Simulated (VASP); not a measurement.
Input of a VASP 6.6.1 run:

Contents of INCAR:

```
SYSTEM = Ag
PREC = Accurate ; ENCUT = 500
EDIFF = 1E-6 ; ISMEAR = 0
SIGMA = 0.1 ; LREAL = .False.
LASPH = .True. ; NELM = 120
ALGO = Normal ; ISIF = 2
LWAVE = .False. ; LCHARG = .False.
GGA = CA ; NBANDS = 18
GGA_COMPAT = .False.
```

Contents of KPOINTS:

```
regular mesh
0
Gamma
  6 6 4
  0 0 0
```

Contents of POSCAR:

```
Ag
1.0
    2.9299980804      0.0000000000      0.0000000000
   -1.4649990402      2.5374527707      0.0000000000
    0.0000000000      0.0000000000      4.7900000000
Ag
2
Direct
    0.3333333333      0.6666666667      0.2500000000
    0.6666666667      0.3333333333      0.7500000000
```

Potentials or basis: VASP PAW LDA potentials, release 64 (Ag).

Run with:

```bash
$ cat potpaw_LDA.64/Ag/POTCAR > POTCAR
$ mpirun -np 1 vasp_std > vasp.out
```

Q: Estimate the band gap on the k mesh.

A: Zero (bands 11 and 12 overlap by 7.26 eV).

Q: Estimate the pressure.

A: -9.8 GPa.

Stress tensor (GPa, compression positive):
```
 -8.88   0.00   0.00
  0.00  -8.88   0.00
  0.00   0.00 -11.77
```

Caveat: the k points lie up to 0.41 Å⁻¹ apart, too coarse for converged energies and pressures of a metal.
